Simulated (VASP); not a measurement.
A run of VASP 6.6.1 is set up as follows.

The input INCAR:

```
SYSTEM = Al2O3
PREC = Accurate ; ENCUT = 520
EDIFF = 1E-6 ; ISMEAR = 0
SIGMA = 0.05 ; LREAL = .False.
LASPH = .True. ; NELM = 60
ALGO = Normal ; ISIF = 2
LWAVE = .False. ; LCHARG = .True.
GGA = CA ; LELF = .True.
LVHAR = .True. ; NBANDS = 20
```

The input KPOINTS:

```
regular mesh
0
Gamma
  9 9 4
  0 0 0
```

Contents of POSCAR:

```
Al2O3
1.0
    2.7689519504      0.0000000000      0.0000000000
   -1.3844759752      2.3979827309      0.0000000000
    0.0000000000      0.0000000000      9.7102246384
Al O
2 3
Direct
    0.0000000000      0.0000000000      0.1499923300
    0.0000000000      0.0000000000      0.8500076700
    0.3333333333      0.6666666667      0.2223169200
    0.6666666667      0.3333333333      0.0000000000
    0.3333333333      0.6666666667      0.7776830800
```

Potentials or basis: VASP PAW LDA potentials, release 64 (Al, O).

The run is started by

```bash
$ cat potpaw_LDA.64/Al/POTCAR potpaw_LDA.64/O/POTCAR > POTCAR
$ mpirun -np 1 vasp_std > vasp.out
```

(1) What does it give for the largest force?

(2) What does it give for the pressure?

(3) Estimate the band gap on the k mesh.

## Answers

(1) 1.346 eV/Å.

(2) 4.4 GPa.

(3) 5.57 eV.

Caveat: the cell differs from its parent crystal (strain -0.040 along x and y, +0.040 along z); the cell stands under pressure; an odd mesh through Γ misses points on the zone boundary, where band edges can lie; forces of over 1 eV/Å act on the atoms, so gaps and moduli don't describe the material at rest.
